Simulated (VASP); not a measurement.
# Al3BAs4 (P-4m2) in VASP: a series of runs, part 2 of 2

VASP 6.6.1.

## (4) Relaxation of cell and atoms, PBE

This run uses another cell than the first one, of 21.01 Å³/atom, 1.120 times its volume.

INCAR reads:

```
  ALGO = Normal
  EDIFF = 1E-7
  EDIFFG = -0.01
  ENCUT = 600
  GGA = PE
  IBRION = 2
  ISIF = 3
  ISMEAR = 0
  LASPH = T
  LCHARG = F
  LREAL = F
  LWAVE = F
  NELM = 100
  NSW = 100
  PREC = Accurate
  SIGMA = 0.02
```

KPOINTS reads:

```
k-points
0
Gamma
  8 8 4
```

POSCAR reads:

```
Al3BAs4
1.0
    3.8809408742      0.0000000000      0.0000000000
    0.0000000000      3.8809408742      0.0000000000
    0.0000000000      0.0000000000     11.1582947443
Al B As
3 1 4
Direct
    0.0000000000      0.0000000000      0.7349639274
    0.5000000000      0.5000000000      0.0000000000
    0.0000000000      0.0000000000      0.2650360726
    0.5000000000      0.5000000000      0.5000000000
    0.5000000000      0.0000000000      0.8673591121
    0.0000000000      0.5000000000      0.1326408879
    0.5000000000      0.0000000000      0.3993968753
    0.0000000000      0.5000000000      0.6006031247
```

Potentials or basis: VASP PAW PBE potentials, release 64 (Al, B, As).

Started as:

```sh
> cat potpaw_PBE.64/Al/POTCAR potpaw_PBE.64/B/POTCAR potpaw_PBE.64/As/POTCAR > POTCAR
> mpirun -np 1 vasp_std > vasp.out
```

OUTCAR:

```text
EDIFF = 1E-7
   EDIFFG = -0.01
   ENCUT = 600
   GGA = PE
   IBRION = 2
   ISIF = 3
   ISMEAR = 0
   LASPH = T
   LREAL = F
   NELM = 100
   NSW = 100
   PREC = Accurate

 ion  position               nearest neighbor table
   1  0.000  0.000  0.735-   5 2.44   5 2.44   8 2.45   8 2.45
   2  0.500  0.500  0.000-   5 2.44   6 2.44   5 2.44   6 2.44
   3  0.000  0.000  0.265-   6 2.44   6 2.44   7 2.45   7 2.45
   4  0.500  0.500  0.500-   7 2.24   8 2.24   7 2.24   8 2.24
   5  0.500  0.000  0.867-   1 2.44   1 2.44   2 2.44   2 2.44
   6  0.000  0.500  0.133-   3 2.44   3 2.44   2 2.44   2 2.44
   7  0.500  0.000  0.399-   4 2.24   4 2.24   3 2.45   3 2.45
   8  0.000  0.500  0.601-   4 2.24   4 2.24   1 2.45   1 2.45

  LATTYP: Found a simple tetragonal cell.
 ALAT       =     3.8809408742
 C/A-ratio  =     2.8751519557

  Lattice vectors:

 A1 = (   3.8809408742,   0.0000000000,   0.0000000000)
 A2 = (   0.0000000000,   3.8809408742,   0.0000000000)
[... 446 lines left out ...]
  ext. energy  EPLUGINS =         0.00000000
  ---------------------------------------------------
  free energy    TOTEN  =       -38.39305047 eV

  energy without entropy =      -38.39305047  energy(sigma->0) =      -38.39305047

 E-fermi :   4.3488     XC(G=0):  -9.2194

 val. band max:        4.2538308328   @ k =   0.0000   0.0000   0.0000
 cond. band min:       5.1345503616   @ k =   0.0000   0.0000   0.0000
 fundamental gap:      0.8807195288
 Fermi energy:         4.3488469722

 k-point     1 :       0.0000    0.0000    0.0000
  band No.  band energies     occupation
      1      -8.4980      2.00000
      2      -7.5548      2.00000
      3      -7.2162      2.00000
      4      -6.0287      2.00000
      5      -2.0154      2.00000
      6       0.3262      2.00000
[... 565 lines left out ...]
     20       7.9622      0.00000
     21       7.9850      0.00000

 [... further k-points ...]
[... 5 lines left out ...]
  --------------------------------------------------------------------------------------
  -------------------------------------------------------------------------------------
  Total       -0.0024826     -0.0024826     -0.0031654      0.0000000      0.0000000      0.0000000
  in kB       -0.0236497     -0.0236497     -0.0301537      0.0000000      0.0000000      0.0000000
  external PRESSURE =      -0.0258177 kB  Pullay stress =       0.0000000 kB
[... 23 lines left out ...]
  FREE ENERGIE OF THE ION-ELECTRON SYSTEM (eV)
  ---------------------------------------------------
  free  energy   TOTEN  =       -38.3930504736 eV

  energy  without entropy=      -38.3930504736  energy(sigma->0) =      -38.39305047

 reached required accuracy - stopping structural energy minimisation
```

OSZICAR:

```text
N       E                     dE             d eps       ncg     rms          rms(c)
DAV:   1     0.122540049242E+03    0.12254E+03   -0.13302E+04  1890   0.140E+03
DAV:   2    -0.285927095274E+02   -0.15113E+03   -0.14426E+03  2570   0.187E+02
DAV:   3    -0.389224085982E+02   -0.10330E+02   -0.10217E+02  2358   0.515E+01
[... 59 lines left out ...]
DAV:   1    -0.383930470846E+02   -0.98896E-05   -0.59251E-04  2040   0.125E-01    0.641E-03
DAV:   2    -0.383930508288E+02   -0.37442E-05   -0.45205E-05  2288   0.308E-02    0.305E-03
DAV:   3    -0.383930506317E+02    0.19711E-06   -0.90274E-07  2231   0.575E-03    0.195E-03
DAV:   4    -0.383930505258E+02    0.10584E-06   -0.18063E-07  1575   0.239E-03    0.760E-04
DAV:   5    -0.383930504736E+02    0.52201E-07   -0.44846E-08  1170   0.121E-03
   7 F= -.38393050E+02 E0= -.38393050E+02  d E =-.132938E-04
```

CONTCAR:

```text
Al3BAs4
   1.00000000000000
     3.8639147401958813    0.0000000000000000    0.0000000000000000
     0.0000000000000000    3.8639147401958813    0.0000000000000000
     0.0000000000000000    0.0000000000000000   11.2652833413619309
  Al              B               As
     3     1     4
Direct
     0.0000000000000000    0.0000000000000000    0.7350198348154935
     0.5000000000000000    0.5000000000000000    1.0000000000000000
     0.0000000000000000    0.0000000000000000    0.2649801651845065
     0.5000000000000000    0.5000000000000000    0.5000000000000000
     0.5000000000000000    0.0000000000000000    0.8673667930050124
     0.0000000000000000    0.5000000000000000    0.1326332069949877
     0.5000000000000000    1.0000000000000000    0.3993113682442871
     0.0000000000000000    0.5000000000000000    0.6006886317557129

  0.00000000E+00  0.00000000E+00  0.00000000E+00
  0.00000000E+00  0.00000000E+00  0.00000000E+00
  0.00000000E+00  0.00000000E+00  0.00000000E+00
  0.00000000E+00  0.00000000E+00  0.00000000E+00
  0.00000000E+00  0.00000000E+00  0.00000000E+00
  0.00000000E+00  0.00000000E+00  0.00000000E+00
  0.00000000E+00  0.00000000E+00  0.00000000E+00
  0.00000000E+00  0.00000000E+00  0.00000000E+00
```

It took 5.4 min on 1 thread of Intel Xeon 6975P-C (Granite Rapids), shared host; peak memory 0.42 GiB.

Results:

* Free energy: -38.3931 eV
* Relaxed volume: 21.02 Å³/atom
* Relaxed cell: a = 3.864 Å, b = 3.864 Å, c = 11.265 Å, α = 90.00°, β = 90.00°, γ = 90.00°
* Space group after relaxing (to 0.05 Å): P-4m2 (No. 115)
* Energy gained by relaxing: 0.7 meV/atom
* Ionic steps: 7
* Pressure after relaxing: 0.0 GPa
* Band gap on the k mesh: 0.88 eV, direct

Forces on the atoms (eV/Å):
```
Al   0.000  0.000 -0.002
Al   0.000  0.000  0.000
Al   0.000  0.000  0.002
B    0.000  0.000  0.000
As   0.000  0.000  0.003
As   0.000  0.000 -0.003
As   0.000  0.000  0.001
As   0.000  0.000 -0.001
```

The path:
| step | energy change (eV) | largest force (eV/Å) | pressure (GPa) | volume (Å³) |
| --- | --- | --- | --- | --- |
| 1 | 0.0000 | 0.0240 | 0.11 | 168.06 |
| 2 | -0.0038 | 0.0071 | -0.07 | 168.42 |
| 3 | -0.0048 | 0.0167 | -0.23 | 168.71 |
| 4 | -0.0051 | 0.0126 | 0.10 | 167.96 |
| 5 | -0.0052 | 0.0138 | 0.01 | 168.17 |
| 6 | -0.0052 | 0.0139 | 0.00 | 168.19 |
| 7 | -0.0052 | 0.0027 | 0.00 | 168.19 |

Final structure:
```yaml
crystal:
  lattice:
    - [3.86391, 0.00000, 0.00000]
    - [0.00000, 3.86391, 0.00000]
    - [0.00000, 0.00000, 11.26528]
  atoms:
    - { symbol: Al, position: [0.00000, 0.00000, 0.73502] }
    - { symbol: Al, position: [0.50000, 0.50000, 0.00000] }
    - { symbol: Al, position: [0.00000, 0.00000, 0.26498] }
    - { symbol: B, position: [0.50000, 0.50000, 0.50000] }
    - { symbol: As, position: [0.50000, 0.00000, 0.86737] }
    - { symbol: As, position: [0.00000, 0.50000, 0.13263] }
    - { symbol: As, position: [0.50000, 0.00000, 0.39931] }
    - { symbol: As, position: [0.00000, 0.50000, 0.60069] }
```

Levels at points of the mesh, in eV from the valence-band top:
| k point | band 13 | band 14 | band 15 | band 16 | band 17 | band 18 | band 19 | band 20 |
| --- | --- | --- | --- | --- | --- | --- | --- | --- |
| (0.00, 0.00, 0.00) | -1.22 | -0.26 | 0.00 | 0.00 | 0.88 | 0.92 | 1.95 | 2.32 |
| (0.50, 0.00, 0.00) | -1.23 | -0.82 | -0.79 | -0.74 | 0.90 | 2.04 | 2.79 | 3.65 |
| (0.50, 0.50, 0.00) | -2.85 | -2.73 | -2.73 | -2.47 | 1.15 | 1.15 | 1.77 | 1.85 |
| (0.00, 0.00, 0.50) | -0.81 | -0.81 | -0.32 | -0.32 | 0.97 | 1.10 | 1.97 | 2.80 |
| (0.50, 0.00, 0.50) | -2.03 | -0.80 | -0.79 | -0.76 | 1.33 | 2.81 | 3.01 | 3.30 |
| (0.50, 0.50, 0.50) | -3.17 | -2.95 | -2.95 | -2.90 | 1.88 | 1.88 | 2.59 | 2.59 |

A k mesh can miss the band edges.

## (5) Summary

```csv
task,cell,k mesh,cutoff (eV),smearing,gap on the mesh (eV),pressure (GPa),relaxed volume (Å³/atom)
relaxation of cell and atoms,"relaxed from a = 3.758, b = 3.758, c = 10.628 Å, 8 atoms",4 × 4 × 2,600,gaussian 0.1 eV,0.84,-0.1,21.08
single point,"a = 3.861, b = 3.861, c = 11.255 Å, 8 atoms",8 × 8 × 4,520,gaussian 0.02 eV,0.88,0.2,-
relaxation of cell and atoms,"relaxed from a = 3.881, b = 3.881, c = 11.158 Å, 8 atoms",8 × 8 × 4,600,gaussian 0.02 eV,0.88,0.0,21.02
```

Alike in all rows: level PBE; potentials or basis VASP PAW PBE potentials, release 64 (Al, B, As); no spin polarisation.

Total energies depend on the potentials used, so only differences within one code and one set of settings carry meaning.
